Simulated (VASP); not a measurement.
Set up this calculation in VASP 6.6.1, as the native input.

```yaml
Task: single point
Functional: PBE
Potentials_or_basis: VASP PAW PBE potentials, release 64 (Ca_sv, Al, O)
Cutoff: 520 eV
k_mesh: 4 × 4 × 4
Occupations: gaussian, width 0.1 eV
Spin: no spin polarisation
Dipole_correction: no
Further_INCAR_settings: ALGO = Normal; EDIFF = 1e-07; NBANDS = 34
```

The structure of Ca4AlO lies in POSCAR:

```
Ca4AlO
1.0
    0.0000000000      4.5448622060      4.5448622060
    4.5448622060      0.0000000000      4.5448622060
    4.5448622060      4.5448622060      0.0000000000
Ca Al O
4 1 1
Direct
    0.8737302830      0.3754232390      0.3754232390
    0.3754232390      0.3754232390      0.8737302830
    0.3754232390      0.3754232390      0.3754232390
    0.3754232390      0.8737302830      0.3754232390
    0.7500000000      0.7500000000      0.7500000000
    0.0000000000      0.0000000000      0.0000000000
```

The cell was built from a structure type or drawn by symmetry, and may not be a known phase.

One way to write it, as run:

INCAR

```
ALGO = Normal
EDIFF = 1E-7
ENCUT = 520
GGA = PE
ISIF = 2
ISMEAR = 0
LASPH = T
LCHARG = T
LELF = T
LREAL = F
LVHAR = T
LWAVE = F
NBANDS = 34
NELM = 80
PREC = Accurate
SIGMA = 0.1
```

KPOINTS

```
k-points
0
Gamma
  4 4 4
```

Potentials or basis: VASP PAW PBE potentials, release 64 (Ca_sv, Al, O).

Launch:

```bash
$ cat potpaw_PBE.64/Ca_sv/POTCAR potpaw_PBE.64/Al/POTCAR potpaw_PBE.64/O/POTCAR > POTCAR
$ mpirun -np 1 vasp_std > vasp.out
```

Results of the run:

| Quantity | Value |
| --- | --- |
| Pressure | 0.0 GPa |
| Band gap on the k mesh | zero (an odd number of electrons rules out a gap without spin polarisation) |

Caveat: an odd number of electrons without spin polarisation forces a metal; a magnetic or distorted state may lie lower.

Wall time 120 s on 1 thread of AMD EPYC 7R43 64-Core Processor (Zen 3), on a shared host, peak memory 0.3 GiB.
